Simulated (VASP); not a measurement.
Set up this calculation in VASP 6.6.1, as the native input.

```yaml
Task: single point
Functional: PBEsol
Potentials_or_basis: VASP PAW PBE potentials, release 64 (Ti_sv, Si)
Cutoff: 520 eV
k_mesh: 6 × 6 × 6
Occupations: fermi-dirac, width 0.05 eV
Spin: no spin polarisation
Dipole_correction: no
Further_INCAR_settings: ALGO = Normal; EDIFF = 1e-06; NBANDS = 29
```

The structure of TiSi2 lies in POSCAR:

```
TiSi2
1.0
    0.0000000000      4.1175163063      4.1776398787
    2.3895119538      0.0000000000      4.1776398787
    2.3895119538      4.1175163063      0.0000000000
Ti Si
2 4
Direct
    0.7500000000      0.7500000000      0.7500000000
    0.5000000000      0.5000000000      0.5000000000
    0.4125656100      0.0874343900      0.4125656100
    0.0874343900      0.4125656100      0.0874343900
    0.1625656100      0.8374343900      0.1625656100
    0.8374343900      0.1625656100      0.8374343900
```

These files were run (other wordings do the same):

INCAR

```
  PREC = Accurate
  ENCUT = 520
  EDIFF = 1E-6
  ISMEAR = -1
  SIGMA = 0.05
  LREAL = F
  LASPH = T
  NELM = 60
  ALGO = Normal
  ISIF = 2
  LWAVE = F
  LCHARG = T
  GGA = PS
  LELF = T
  LVHAR = T
  NBANDS = 29
```

KPOINTS

```
Automatic mesh
0
Gamma
  6 6 6
```

Potentials or basis: VASP PAW PBE potentials, release 64 (Ti_sv, Si).

Launch:

```bash
$ cat potpaw_PBE.64/Ti_sv/POTCAR potpaw_PBE.64/Si/POTCAR > POTCAR
$ mpirun -np 1 vasp_std > vasp.out
```

Results of the run:

```
Pressure               : 1.9 GPa
Largest force          : 0.136 eV/Å
Band gap on the k mesh : zero (band 20 reaches 10.92 eV, above the bottom of band 21 at 9.19 eV)
```

Caveat: the PAW data sets were made with another functional, which shifts forces and pressure a little.

Wall time 120 s on 1 thread of Intel(R) Xeon(R) Platinum 8259CL CPU @ 2.50GHz (Skylake/Cascade Lake), on a shared host, peak memory 0.28 GiB.
